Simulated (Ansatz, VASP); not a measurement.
## Two plane-wave programs on V

```
V
1.0
    -1.47959    1.47959    1.47959
     1.47959   -1.47959    1.47959
     1.47959    1.47959   -1.47959
V
1
Direct
  0.00000 0.00000 0.00000
```

Alike in both runs: functional PBEsol; k mesh 20 × 20 × 20; occupations gaussian, width 0.1 eV; no spin polarisation.

Ansatz relaxed the structure, and its values are those at the end. VASP's run is a single point on that final structure, the one shown.

```csv
,VASP,Ansatz
version,VASP 6.6.1,Ansatz 0.2.0
potentials or method,"VASP PAW PBE potentials, release 64 (V_sv), cutoff 500 eV","scalar-relativistic, plane waves, PAW"
valence electrons in the cell,13,13
```

```csv
,VASP,Ansatz,Ansatz less VASP
gap on the k mesh at the Fermi level (eV),none,none,-
pressure (GPa),0.0,0.0,-0.02
```

VASP's potentials were made for PBE, not for PBEsol, and Ansatz warns of the same on its side. A gap of «none» marks a metal or a gap that the smearing closes. The functional is the same, so the differences come from potentials, cutoffs and numerics.
